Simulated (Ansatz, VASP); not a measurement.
**MnS: VASP beside Ansatz**

INCAR

```
SYSTEM = MnS
PREC     = Accurate       ! precision mode
ENCUT    = 520            ! plane-wave cutoff, eV
EDIFF    = 1E-7           ! SCF threshold, eV
ISMEAR   = 0              ! smearing method
SIGMA    = 0.05           ! smearing width, eV
LREAL    = .FALSE.        ! projectors in reciprocal space
LASPH    = .TRUE.         ! aspherical terms in the spheres
NELM     = 150            ! most SCF steps
ALGO     = Normal         ! electronic algorithm
ISIF     = 2              ! what is computed and relaxed
LWAVE    = .FALSE.        ! write WAVECAR
LCHARG   = .FALSE.        ! write CHGCAR
ISPIN    = 2              ! spin polarisation
MAGMOM   = 4.56 0         ! initial moments
LORBIT   = 11             ! projections on sites
LMAXMIX  = 4              ! l up to which the mixer works
GGA      = PE             ! functional
NBANDS   = 20             ! bands
```

The input KPOINTS:

```
Automatic mesh
0
G
  12 12 12
  0 0 0
```

Contents of POSCAR:

```
MnS
1.0
    0.0000000000      2.5000273118      2.5000273118
    2.5000273118      0.0000000000      2.5000273118
    2.5000273118      2.5000273118      0.0000000000
Mn S
1 1
Direct
    0.0000000000      0.0000000000      0.0000000000
    0.5000000000      0.5000000000      0.5000000000
```

Input for Ansatz:

```yaml
crystal:
  lattice:
    - [0.0, 2.5000273118, 2.5000273118]
    - [2.5000273118, 0.0, 2.5000273118]
    - [2.5000273118, 2.5000273118, 0.0]
  atoms:
    - { symbol: Mn, position: [0.0, 0.0, 0.0], spin: 4.56 }
    - { symbol: S, position: [0.5, 0.5, 0.5] }
basis:
  ecutwfc: 420
  ecutrho_ratio: 4
kpoints:
  mp_grid: { grid: [12, 12, 12] }
hamiltonian:
  xc: pbe
scf:
  occupations: { method: gaussian, width: 0.05 }
output:
  forces: true
  stress: true
  eigenvalues: true
  populations: true
magnetization:
  spin_polarized: true
```

Alike in both runs: task single point; functional PBE; k mesh 12 × 12 × 12; occupations gaussian, width 0.05 eV; collinear spin.

```csv
,VASP,Ansatz
version,VASP 6.6.1,Ansatz 0.2.0
potentials or method,"VASP PAW PBE potentials, release 64 (Mn_pv, S), cutoff 520 eV","scalar-relativistic, plane waves, PAW"
valence electrons in the cell,19,21
```

|  | VASP | Ansatz | Ansatz less VASP |
| --- | --- | --- | --- |
| gap on the k mesh at the Fermi level (eV) | none | none | - |
| pressure (GPa) | 3.6 | 3.5 | -0.05 |
| net moment per atom (μB) | 2.15 | 2.15 | -0.001 |
| size of the moment on the site where the two differ most (μB) | 3.96 | 3.85 | -0.101 |

Site moments also hang on the region over which each program counts them. A gap of «none» marks a metal or a gap that the smearing closes. VASP's potentials hold 19 valence electrons a cell and Ansatz's 21, so a difference there can come from the potentials and not from the codes.
